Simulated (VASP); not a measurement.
# Cu (Fm-3m) in VASP: further runs, part 2 of 2

VASP 6.6.1.

### Step 4. Single point, PBE

This run uses another cell than the first one, of 11.73 Å³/atom, 0.974 times its volume.

File INCAR:

```
SYSTEM = Cu
PREC = Accurate ; ENCUT = 520
EDIFF = 1E-6 ; ISMEAR = 0
SIGMA = 0.01 ; LREAL = .FALSE.
LASPH = .TRUE. ; NELM = 80
ALGO = Normal ; ISIF = 2
LWAVE = .FALSE. ; LCHARG = .FALSE.
GGA = PE ; NBANDS = 12
```

File KPOINTS:

```
Automatic mesh
0
G
  6 6 6
  0 0 0
```

File POSCAR:

```
Cu
1.0
    0.0000000000      1.8031696727      1.8031696727
    1.8031696727      0.0000000000      1.8031696727
    1.8031696727      1.8031696727      0.0000000000
Cu
1
Direct
    0.0000000000      0.0000000000      0.0000000000
```

Potentials or basis: VASP PAW PBE potentials, release 64 (Cu).

Started as:

```
> cat potpaw_PBE.64/Cu/POTCAR > POTCAR
> mpirun -np 1 vasp_std > vasp.out
```

OUTCAR:

```text
SYSTEM = Cu
   PREC = Accurate
   ENCUT = 520
   EDIFF = 1E-6
   ISMEAR = 0
   LREAL = .FALSE.
   LASPH = .TRUE.
   NELM = 80
   ISIF = 2
   GGA = PE

 ion  position               nearest neighbor table
   1  0.000  0.000  0.000-

  LATTYP: Found a face centered cubic cell.
 ALAT       =     3.6063393454

  Lattice vectors:

 A1 = (   0.0000000000,   1.8031696727,   1.8031696727)
 A2 = (   1.8031696727,   0.0000000000,   1.8031696727)
 A3 = (   1.8031696727,   1.8031696727,   0.0000000000)

Analysis of symmetry for initial positions (statically):
=====================================================================
 Subroutine PRICEL returns:
 Original cell was already a primitive cell.

 Routine SETGRP: Setting up the symmetry group for a
 face centered cubic supercell.

 Subroutine GETGRP returns: Found 48 space group operations
[... 9 lines left out ...]

 Routine SETGRP: Setting up the symmetry group for a
 face centered cubic supercell.

 Subroutine GETGRP returns: Found 48 space group operations
[... 11 lines left out ...]
                                     Primitive cell

  volume of cell :      11.7257

  direct lattice vectors                    reciprocal lattice vectors
[... 134 lines left out ...]
      2       4.6238      2.00000
      3       4.6238      2.00000
      4       4.6238      2.00000
      5       5.4549      2.00000
      6       5.4549      2.00000
      7      30.3280      0.00000
      8      33.0271      0.00000
      9      33.0271      0.00000
     10      33.0271      0.00000
     11      35.5248      0.00000
     12      35.5248      0.00000
[... 211 lines left out ...]
 k-point    16 :      -0.3333    0.5000    0.1667
  band No.  band energies     occupation
      1       3.2677      2.00000
      2       3.6061      2.00000
      3       4.8246      2.00000
      4       5.6051      2.00000
      5       6.1745      2.00000
      6      11.7200      0.00000
      7      15.3801      0.00000
      8      16.4041      0.00000
      9      17.7424      0.00000
     10      31.4051      0.00000
     11      33.9750      0.00000
     12      41.2152      0.00000

------------------------ aborting loop because EDIFF is reached ----------------------------------------

  FORCE on cell =-STRESS in cart. coord.  units (eV):
  Direction    XX          YY          ZZ          XY          YZ          ZX
  --------------------------------------------------------------------------------------
  -------------------------------------------------------------------------------------
  Total        0.3337319      0.3337319      0.3337319     -0.0000000      0.0000000     -0.0000000
  in kB       45.6003839     45.6003839     45.6003839     -0.0000000      0.0000000     -0.0000000
  external PRESSURE =      45.6003839 kB  Pullay stress =       0.0000000 kB

 VOLUME and BASIS-vectors are now :
 -----------------------------------------------------------------------------
  energy-cutoff  :      520.00
  volume of cell :       11.73
      direct lattice vectors                 reciprocal lattice vectors
     0.000000000  1.803169673  1.803169673    -0.277289491  0.277289491  0.277289491
     1.803169673  0.000000000  1.803169673     0.277289491 -0.277289491  0.277289491
     1.803169673  1.803169673  0.000000000     0.277289491  0.277289491 -0.277289491

 POSITION                                       TOTAL-FORCE (eV/Angst)
 -----------------------------------------------------------------------------------
      0.00000      0.00000      0.00000         0.000000      0.000000      0.000000
 -----------------------------------------------------------------------------------
    total drift:                                0.000000      0.000000      0.000000

  FREE ENERGIE OF THE ION-ELECTRON SYSTEM (eV)
  ---------------------------------------------------
  free  energy   TOTEN  =        -3.6581471945 eV

  energy  without entropy=       -3.6575513467  energy(sigma->0) =       -3.65784927
```

OSZICAR:

```text
N       E                     dE             d eps       ncg     rms          rms(c)
DAV:   1     0.405156696494E+02    0.40516E+02   -0.56958E+03   432   0.162E+03
DAV:   2    -0.319550987568E+01   -0.43711E+02   -0.39431E+02   396   0.197E+02
DAV:   3    -0.454743819368E+01   -0.13519E+01   -0.13462E+01   428   0.407E+01
DAV:   4    -0.455530096332E+01   -0.78628E-02   -0.78612E-02   452   0.270E+00
DAV:   5    -0.455536347231E+01   -0.62509E-04   -0.62506E-04   452   0.247E-01    0.762E+00
DAV:   6    -0.401225135857E+01    0.54311E+00   -0.14051E+01   456   0.706E+01    0.374E+00
DAV:   7    -0.367123264127E+01    0.34102E+00   -0.21604E+00   456   0.276E+01    0.600E-01
DAV:   8    -0.365951959837E+01    0.11713E-01   -0.40256E-03   436   0.813E-01    0.278E-01
DAV:   9    -0.365814525101E+01    0.13743E-02   -0.83974E-03   464   0.158E+00    0.288E-02
DAV:  10    -0.365814818877E+01   -0.29378E-05   -0.35570E-05   556   0.970E-02    0.825E-03
DAV:  11    -0.365814707224E+01    0.11165E-05   -0.99846E-07   328   0.189E-02    0.234E-04
DAV:  12    -0.365814719449E+01   -0.12225E-06   -0.63973E-08   252   0.293E-03
   1 F= -.36581472E+01 E0= -.36578493E+01  d E =-.595848E-03
```

Wall time 3.7 s (1 thread of Intel Xeon Platinum 8488C (Sapphire Rapids), shared host); peak memory 0.12 GiB.

What came out:

```
Free energy : -3.6581 eV
Pressure    : 4.6 GPa
```

Caveat: the k points lie up to 0.50 Å⁻¹ apart.

### Step 5. The runs side by side

| cell | gap on the mesh (eV) | pressure (GPa) |
| --- | --- | --- |
| a = 2.573 Å, angles 60.0°, 1 atom | none | 0.6 |
| a = 2.561 Å, angles 60.0°, 1 atom | none | 2.6 |
| a = 2.550 Å, angles 60.0°, 1 atom | none | 4.6 |

Alike in all rows: task single point; level PBE; potentials or basis VASP PAW PBE potentials, release 64 (Cu); no spin polarisation; k mesh 6 × 6 × 6; cutoff (eV) 520; smearing gaussian 0.01 eV.

Caveats: all runs use coarse meshes.

Total energies depend on the potentials used, so only differences within one code and one set of settings carry meaning.
